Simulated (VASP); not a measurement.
Write the native input for VASP 6.6.1 that does the following.

| Quantity | Value |
| --- | --- |
| Task | relaxation of cell and atoms |
| Functional | PBEsol |
| Potentials or basis | VASP PAW PBE potentials, release 64 (Be, C) |
| Cutoff | 600 eV |
| k mesh | 8 × 8 × 8 |
| Occupations | gaussian, width 0.01 eV |
| Spin | no spin polarisation |
| Target pressure | 15 GPa |
| Dipole correction | no |
| Further INCAR settings | ALGO = Normal; EDIFF = 1e-07; IBRION = 2; EDIFFG = -0.002; NSW = 100; ISIF = 3 |

The structure of Be2C lies in POSCAR:

```
Be2C
1.0
    0.0000000000      2.1553775933      2.1553775933
    2.1553775933      0.0000000000      2.1553775933
    2.1553775933      2.1553775933      0.0000000000
Be C
2 1
Direct
    0.2500000000      0.2500000000      0.2500000000
    0.7500000000      0.7500000000      0.7500000000
    0.0000000000      0.0000000000      0.0000000000
```

One way to write it, as run:

INCAR

```
SYSTEM = Be2C
PREC = Accurate ; ENCUT = 600
EDIFF = 1E-7 ; ISMEAR = 0
SIGMA = 0.01 ; LREAL = .False.
LASPH = .True. ; NELM = 120
ALGO = Normal ; ISIF = 3
LWAVE = .False. ; LCHARG = .False.
GGA = PS ; IBRION = 2
NSW = 100 ; EDIFFG = -0.002
PSTRESS = 150.0 ; GGA_COMPAT = .False.
NELMIN = 4
```

KPOINTS

```
Automatic mesh
0
Gamma
  8 8 8
  0 0 0
```

Potentials or basis: VASP PAW PBE potentials, release 64 (Be, C).

Launch:

```sh
$ cat potpaw_PBE.64/Be/POTCAR potpaw_PBE.64/C/POTCAR > POTCAR
$ mpirun -np 1 vasp_std > vasp.out
```

Results of the run:

| Property | Result |
| --- | --- |
| Relaxed volume | 6.27 Å³/atom |
| Relaxed cell | a = 2.985 Å, b = 2.985 Å, c = 2.985 Å, α = 60.00°, β = 60.00°, γ = 60.00° |
| Space group after relaxing (to 0.05 Å) | Fm-3m (No. 225) |
| Energy change on relaxing (the enthalpy is what falls) | +18.9 meV/atom |
| Ionic steps | 3 |
| Pressure after relaxing | 15.0 GPa |
| Band gap on the k mesh | 1.09 eV, indirect (least direct gap 4.22 eV) |

Caveat: the cell is relaxed towards a set pressure, so the enthalpy falls and the energy may rise; the PAW data sets were made with another functional, which shifts forces and pressure a little.

Run time: 8.2 s on 1 thread of Intel(R) Xeon(R) Platinum 8375C CPU @ 2.90GHz (Ice Lake) (shared host), peak memory 0.13 GiB.
